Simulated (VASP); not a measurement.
# In5Sb3As2 (Pmm2) in VASP: single point with PBE

Aim: the single point of In5Sb3As2 with PBE.

Program: VASP 6.6.1. These are calculated values, not measurements. Logs are shortened: lines on timing, memory, paths and dates and some standing lists are left out, and cuts for length are marked.

### Step 1. The cell of the first run

The structure is orthorhombic, space group Pmm2 (No. 25). The conventional cell has a = 2.947 Å, b = 5.289 Å, c = 17.404 Å, α = 90.00°, β = 90.00°, γ = 90.00°. In (site symmetry mm2) has 4 In at 2.95 to 3.61 Å and 4 Sb at 3.19 to 3.20 Å within 3.9 Å. Within 3.9 Å of In (site symmetry mm2) lie 4 In at 2.95 to 3.61 Å and 4 Sb at 3.18 to 3.20 Å. In (site symmetry mm2) has 4 In at 2.95 to 3.59 Å and 2 Sb at 3.21 Å and 2 As at 3.28 Å within 3.9 Å. In (site symmetry mm2) has 4 In at 2.95 to 3.31 Å and 4 As at 2.98 Å within 3.9 Å. Within 3.9 Å of In (site symmetry mm2) lie 4 In at 2.95 to 3.59 Å and 2 Sb at 3.21 Å and 2 As at 3.28 Å. Sb (site symmetry mm2) has 4 Sb at 2.95 to 3.58 Å and 4 In at 3.20 Å within 3.9 Å. Within 3.9 Å of Sb (site symmetry mm2) lie 3 Sb at 2.95 to 3.57 Å and 4 In at 3.18 to 3.21 Å and 1 As at 3.75 Å. Sb (site symmetry mm2) has 3 Sb at 2.95 to 3.58 Å and 4 In at 3.19 to 3.21 Å and 1 As at 3.76 Å within 3.9 Å.

### Step 2. Single point, PBE

File INCAR:

```
PREC     = Accurate       # precision mode
ENCUT    = 520            # plane-wave cutoff, eV
EDIFF    = 1E-7           # SCF threshold, eV
ISMEAR   = 0              # smearing method
SIGMA    = 0.1            # smearing width, eV
LREAL    = False          # projectors in reciprocal space
LASPH    = True           # aspherical terms in the spheres
NELM     = 100            # most SCF steps
ALGO     = Normal         # electronic algorithm
ISIF     = 2              # what is computed and relaxed
LWAVE    = False          # write WAVECAR
LCHARG   = False          # write CHGCAR
GGA      = PE             # functional
NBANDS   = 56             # bands
```

File KPOINTS:

```
Automatic mesh
0
Gamma
  6 4 1
```

File POSCAR:

```
In5Sb3As2
1.0
    2.9466549572      0.0000000000      0.0000000000
    0.0000000000      5.2891978320      0.0000000000
    0.0000000000      0.0000000000     17.4040168999
In Sb As
5 3 2
Direct
    0.0000000000      0.0000000000      0.0214970659
    0.0000000000      0.0000000000      0.2286864586
    0.0000000000      0.0000000000      0.4348146409
    0.0000000000      0.0000000000      0.6249063882
    0.0000000000      0.0000000000      0.8151787551
    0.0000000000      0.5000000000      0.1251980038
    0.0000000000      0.5000000000      0.3305308666
    0.0000000000      0.5000000000      0.9194991847
    0.0000000000      0.5000000000      0.5460571532
    0.0000000000      0.5000000000      0.7036314830
```

Potentials or basis: VASP PAW PBE potentials, release 64 (In_d, Sb, As).

Launch:

```bash
$ cat potpaw_PBE.64/In_d/POTCAR potpaw_PBE.64/Sb/POTCAR potpaw_PBE.64/As/POTCAR > POTCAR
$ mpirun -np 1 vasp_std > vasp.out
```

OUTCAR:

```text
PREC = Accurate
   ENCUT = 520
   EDIFF = 1E-7
   ISMEAR = 0
   LREAL = False
   LASPH = True
   NELM = 100
   ISIF = 2
   GGA = PE

 ion  position               nearest neighbor table
   1  0.000  0.000  0.021-   8 3.19   8 3.19   6 3.20   6 3.20   5 3.59   2 3.61
   2  0.000  0.000  0.229-   7 3.18   7 3.18   6 3.20   6 3.20   3 3.59   1 3.61
   3  0.000  0.000  0.435-   7 3.21   7 3.21   9 3.28   9 3.28   4 3.31   2 3.59
   4  0.000  0.000  0.625-  10 2.98  10 2.98   9 2.98   9 2.98   3 3.31   5 3.31
   5  0.000  0.000  0.815-   8 3.21   8 3.21  10 3.28  10 3.28   4 3.31   1 3.59
   6  0.000  0.500  0.125-   2 3.20   2 3.20   1 3.20   1 3.20   7 3.57   8 3.58
   7  0.000  0.500  0.331-   2 3.18   2 3.18   3 3.21   3 3.21   6 3.57
   8  0.000  0.500  0.919-   1 3.19   1 3.19   5 3.21   5 3.21   6 3.58
   9  0.000  0.500  0.546-  10 2.74   4 2.98   4 2.98   3 3.28   3 3.28
  10  0.000  0.500  0.704-   9 2.74   4 2.98   4 2.98   5 3.28   5 3.28

  LATTYP: Found a simple orthorhombic cell.
 ALAT       =     2.9466549572
 B/A-ratio  =     1.7949837727
 C/A-ratio  =     5.9063640476

  Lattice vectors:

 A1 = (   2.9466549572,   0.0000000000,   0.0000000000)
 A2 = (   0.0000000000,   5.2891978320,   0.0000000000)
 A3 = (   0.0000000000,   0.0000000000,  17.4040168999)

Analysis of symmetry for initial positions (statically):
=====================================================================
 Subroutine PRICEL returns:
 Original cell was already a primitive cell.

 Routine SETGRP: Setting up the symmetry group for a
 simple orthorhombic supercell.

 Subroutine GETGRP returns: Found  4 space group operations
 (whereof  4 operations were pure point group operations)
 out of a pool of  8 trial point group operations.

The static configuration has the point symmetry C_2v.

Analysis of symmetry for dynamics (positions and initial velocities):
=====================================================================
 Subroutine PRICEL returns:
 Original cell was already a primitive cell.

 Routine SETGRP: Setting up the symmetry group for a
 simple orthorhombic supercell.

 Subroutine GETGRP returns: Found  4 space group operations
 (whereof  4 operations were pure point group operations)
 out of a pool of  8 trial point group operations.

The dynamic configuration has the point symmetry C_2v.

 Subroutine INISYM returns: Found  4 space group operations
 (whereof  4 operations are pure point group operations),
 and found     1 'primitive' translations
[... 105 lines left out ...]
   ISYM   =      2    0-nonsym 1-usesym 2-fastsym
   POTIM  = 0.5000    time-step for ionic-motion
   TEBEG  =    0.0;   TEEND  =   0.0 temperature during run
   PSTRESS=    0.0 pullay stress
   NELECT =      90.0000    total number of electrons
   NUPDOWN=      -1.0000    fix difference up-down
   EMIN   =  10.00;   EMAX   =-10.00  energy-range for DOS
   EFERMI =   0.00;   METHOD = LEGACY
   ISMEAR =     0;   SIGMA  =   0.10  broadening in eV -4-tet -1-fermi 0-gaus
   EFERMI_NEDOS =   21; number of points for ismear=-14 and -15
   IALGO  =     38    algorithm
   IMIX   =      4    mixing-type and parameters
     AMIX     =   0.40;   BMIX     =  1.00
     AMIX_MAG =   1.60;   BMIX_MAG =  1.00
  volume/ion in A,a.u.               =      27.12       183.05
  Fermi-wavevector in a.u.,A,eV,Ry     =   1.133355  2.141731 17.476610  1.284495
  Thomas-Fermi vector in A             =   2.270058
   LORBIT       =      0    0 simple, 1 ext, 2 COOP (PROOUT), +10 PAW based schemes
   GGA     = PE    functional components
   LHFCALC =     F    Hartree Fock is set to
   AEXX    =    0.0000 exact exchange contribution
   IVDW    =     0    specifies the selected vdW correction
   LEPSILON=     F    determine dielectric tensor
   LRPA    =     F    only Hartree local field effects (RPA)
 non-spin polarized calculation
 Gauss-broadening in eV      SIGMA  =   0.10
  energy-cutoff  :      520.00
  volume of cell :      271.25
 maximum number of plane-waves:      7372
 NGX is ok and might be reduce to    24
   NGX = 11   NGY = 19   NGZ = 65

 number of electron      90.0000016 magnetization

 Free energy of the ion-electron system (eV)
  ---------------------------------------------------
  ext. energy  EPLUGINS =         0.00000000
  ---------------------------------------------------
  free energy    TOTEN  =       -33.99661799 eV

  energy without entropy =      -33.98251161  energy(sigma->0) =      -33.98956480

 E-fermi :   6.4776     XC(G=0):  -9.8609

 val. band max:        6.4301869285   @ k =   0.5000   0.0000   0.0000
 cond. band min:       6.4812283272   @ k =   0.5000   0.5000   0.0000
 fundamental gap:      0.0510413987
 Fermi energy:         6.4775664579

 k-point     1 :       0.0000    0.0000    0.0000
  band No.  band energies     occupation
      1      -8.3987      2.00000
      2      -8.2999      2.00000
      3      -8.2915      2.00000
      4      -8.2761      2.00000
      5      -8.2658      2.00000
      6      -8.1055      2.00000
[... 697 lines left out ...]
     55      10.1344      0.00000
     56      10.2725      0.00000

------------------------ aborting loop because EDIFF is reached ----------------------------------------

  FORCE on cell =-STRESS in cart. coord.  units (eV):
  Direction    XX          YY          ZZ          XY          YZ          ZX
  --------------------------------------------------------------------------------------
  -------------------------------------------------------------------------------------
  Total        0.3677573     -0.2361171     -0.1574062      0.0000000      0.0000000      0.0000000
  in kB        2.1722173     -1.3946636     -0.9297449      0.0000000      0.0000000      0.0000000
  external PRESSURE =      -0.0507304 kB  Pullay stress =       0.0000000 kB

 VOLUME and BASIS-vectors are now :
 -----------------------------------------------------------------------------
  energy-cutoff  :      520.00
  volume of cell :      271.25
      direct lattice vectors                 reciprocal lattice vectors
     2.946654957  0.000000000  0.000000000     0.339367864  0.000000000  0.000000000
     0.000000000  5.289197832  0.000000000     0.000000000  0.189064586  0.000000000
     0.000000000  0.000000000 17.404016900     0.000000000  0.000000000  0.057458000

 POSITION                                       TOTAL-FORCE (eV/Angst)
 -----------------------------------------------------------------------------------
      0.00000      0.00000      0.37414         0.000000      0.000000     -0.019419
      0.00000      0.00000      3.98006         0.000000      0.000000      0.017292
      0.00000      0.00000      7.56752         0.000000      0.000000     -0.009489
      0.00000      0.00000     10.87588         0.000000      0.000000      0.002735
      0.00000      0.00000     14.18738         0.000000      0.000000      0.008975
      0.00000      2.64460      2.17895         0.000000      0.000000     -0.001490
      0.00000      2.64460      5.75256         0.000000      0.000000      0.023550
      0.00000      2.64460     16.00298         0.000000      0.000000     -0.023983
      0.00000      2.64460      9.50359         0.000000      0.000000     -0.023682
      0.00000      2.64460     12.24601         0.000000      0.000000      0.025510
 -----------------------------------------------------------------------------------
    total drift:                                0.000000     -0.000000     -0.000043

  FREE ENERGIE OF THE ION-ELECTRON SYSTEM (eV)
  ---------------------------------------------------
  free  energy   TOTEN  =       -33.9966179882 eV

  energy  without entropy=      -33.9825116126  energy(sigma->0) =      -33.98956480
```

Wall time 1.9 min (1 thread of Intel Xeon 6975P-C (Granite Rapids), shared host); peak memory 0.43 GiB.

Results:

* Free energy: -33.9966 eV
* Pressure: 0.0 GPa
* Largest force: 0.026 eV/Å
* Band gap on the k mesh: zero (bands 45 and 46 overlap by 2.06 eV)

Forces on the atoms (eV/Å):
```
In   0.000  0.000 -0.019
In   0.000  0.000  0.017
In   0.000  0.000 -0.009
In   0.000  0.000  0.003
In   0.000  0.000  0.009
Sb   0.000  0.000 -0.001
Sb   0.000  0.000  0.024
Sb   0.000  0.000 -0.024
As   0.000  0.000 -0.024
As   0.000  0.000  0.026
```

Caveat: the k points lie up to 0.36 Å⁻¹ apart, too coarse for converged energies and pressures of a metal; spin-orbit coupling is left out, which moves the levels of the heavy elements.
